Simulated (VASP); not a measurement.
Wanted: the native input for a VASP 6.6.1 run.

```yaml
Task: single point
Functional: LDA
Potentials_or_basis: VASP PAW LDA potentials, release 64 (Hf_pv, O)
Cutoff: 520 eV
k_mesh: 6 × 6 × 8
Occupations: gaussian, width 0.02 eV
Spin: no spin polarisation
Dipole_correction: no
Further_INCAR_settings: ALGO = Normal; EDIFF = 1e-07; NBANDS = 31
```

The structure of HfO2 lies in POSCAR:

```
HfO2
1.0
    4.6931211640      0.0000000000      0.0000000000
    0.0000000000      4.6931211640      0.0000000000
    0.0000000000      0.0000000000      3.2240484622
Hf O
2 4
Direct
    0.0000000000      0.0000000000      0.0000000000
    0.5000000000      0.5000000000      0.5000000000
    0.1951075731      0.8048924269      0.5000000000
    0.3048924269      0.3048924269      0.0000000000
    0.6951075731      0.6951075731      0.0000000000
    0.8048924269      0.1951075731      0.5000000000
```

This cell differs from its parent crystal: biaxial strain in the a-b plane: -2.0 %.

One way to write it, as run:

INCAR

```
PREC = Accurate
ENCUT = 520
EDIFF = 1E-7
ISMEAR = 0
SIGMA = 0.02
LREAL = F
LASPH = T
NELM = 80
ALGO = Normal
ISIF = 2
LWAVE = F
LCHARG = F
NBANDS = 31
```

KPOINTS

```
regular mesh
0
Gamma
  6 6 8
```

Potentials or basis: VASP PAW LDA potentials, release 64 (Hf_pv, O).

Launch:

```sh
$ cat potpaw_LDA.64/Hf_pv/POTCAR potpaw_LDA.64/O/POTCAR > POTCAR
$ mpirun -np 1 vasp_std > vasp.out
```

Results of the run:

```json
{
 "Pressure": "3.8 GPa",
 "Largest force": "0.236 eV/Å",
 "Band gap on the k mesh": "3.95 eV, direct"
}
```

Caveat: the cell differs from its parent crystal (biaxial strain in the a-b plane: -2.0 %); spin-orbit coupling is left out, which moves the levels of the heavy elements.

Run time: 32 s on 1 thread of Intel(R) Xeon(R) 6975P-C (Granite Rapids) (shared host), peak memory 0.21 GiB.
